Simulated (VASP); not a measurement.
Input of a VASP 6.6.1 run:

The input INCAR:

```
PREC = Accurate ; ENCUT = 600
EDIFF = 1E-6 ; ISMEAR = -1
SIGMA = 0.05 ; LREAL = False
LASPH = True ; NELM = 80
ALGO = Normal ; ISIF = 3
LWAVE = False ; LCHARG = False
IBRION = 2 ; NSW = 32
EDIFFG = -0.005 ; PSTRESS = 720.0
```

File KPOINTS:

```
regular mesh
0
Gamma
  13 13 13
```

The input POSCAR:

```
Se
1.0
    1.4541021120     -0.8395262458      3.6927069318
    0.0000000000      1.6790524916      3.6927069318
   -1.4541021120     -0.8395262458      3.6927069318
Se
2
Direct
    0.2500000670      0.2500000670      0.2500000670
   -0.2500000670     -0.2500000670     -0.2500000670
```

Potentials or basis: VASP PAW LDA potentials, release 64 (Se).

Launch:

```console
$ cat potpaw_LDA.64/Se/POTCAR > POTCAR
$ mpirun -np 1 vasp_std > vasp.out
```

**Question.** What does it give for the space group after relaxing (to 0.1 Å)?

**Answer.** R-3m (No. 166).

**Question.** Predict the band gap on the k mesh.

**Answer.** Zero (bands 6 and 7 overlap by 8.12 eV).

**Question.** Estimate the relaxed cell.

**Answer.** a = 4.064 Å, b = 4.064 Å, c = 4.064 Å, α = 41.95°, β = 41.95°, γ = 41.95°.

Final structure:
```yaml
crystal:
  lattice:
    - [1.45486, -0.83996, 3.70086]
    - [0.00000, 1.67993, 3.70086]
    - [-1.45486, -0.83996, 3.70086]
  atoms:
    - { symbol: Se, position: [0.25000, 0.25000, 0.25000] }
    - { symbol: Se, position: [0.75000, 0.75000, 0.75000] }
```

Caveat: the cell is relaxed towards a set pressure, so the run minimises the enthalpy, not the energy.
